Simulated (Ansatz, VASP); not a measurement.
**One calculation of Rh, two programs**

INCAR

```
SYSTEM = Rh
PREC = Accurate ; ENCUT = 520
EDIFF = 1E-6 ; ISMEAR = -1
SIGMA = 0.08 ; LREAL = .False.
LASPH = .True. ; NELM = 80
ALGO = Normal ; ISIF = 2
LWAVE = .False. ; LCHARG = .False.
LDIPOL = .True. ; IDIPOL = 3
DIPOL = 0.5 0.5 0.500 ; GGA = PS
NBANDS = 46
```

KPOINTS

```
regular mesh
0
Gamma
  14 10 1
  0 0 0
```

POSCAR

```
Rh
1.0
    2.6734833388      0.0000000000      0.0000000000
    0.0000000000      3.7808763964      0.0000000000
    0.0000000000      0.0000000000     21.3470000000
Rh
5
Direct
    0.0000000000      0.0000000000      0.3747606999
    0.5000000000      0.5000000000      0.4373803500
    0.0000000000      0.0000000000      0.4999999998
    0.5000000000      0.5000000000      0.5626196500
    0.0000000000      0.0000000000      0.6252393001
```

Input for Ansatz:

```yaml
crystal:
  lattice:
    - [2.6734833388, 0.0, 0.0]
    - [0.0, 3.7808763964, 0.0]
    - [0.0, 0.0, 21.347]
  atoms:
    - { symbol: Rh, position: [0.0, 0.0, 0.3747606999] }
    - { symbol: Rh, position: [0.5, 0.5, 0.43738035] }
    - { symbol: Rh, position: [0.0, 0.0, 0.4999999998] }
    - { symbol: Rh, position: [0.5, 0.5, 0.56261965] }
    - { symbol: Rh, position: [0.0, 0.0, 0.6252393001] }
kpoints:
  mp_grid: { grid: [14, 10, 1] }
scf:
  occupations: { method: fermi_dirac, width: 0.08 }
hamiltonian:
  xc: pbesol
  pseudopotentials: { kind: paw }
output:
  forces: true
  stress: true
  eigenvalues: true
  populations: true
efield:
  axis: 3
  amplitude: 0
  dipole_correction: true
```

Alike in both runs: task single point; functional PBEsol; k mesh 14 × 10 × 1; occupations fermi-dirac, width 0.08 eV; no spin polarisation.

|  | VASP | Ansatz |
| --- | --- | --- |
| version | VASP 6.6.1 | Ansatz 0.2.0 |
| potentials or method | VASP PAW PBE potentials, release 64 (Rh_pv) | PAW with Ansatz's default frozen-core files, scalar-relativistic |
| plane-wave cutoff (eV) | 520 | 420 |
| valence electrons in the cell | 75 | 85 |

```tsv
	VASP	Ansatz	Ansatz less VASP
rms of the force components (eV/Å)	0.553	0.552	-0.0011
```

VASP's potentials were made for PBE, not for PBEsol. Atom by atom the forces differ by 0.001 eV/Å (rms over components). VASP's potentials hold 75 valence electrons a cell and Ansatz's 85, so a difference there can come from the potentials and not from the codes.
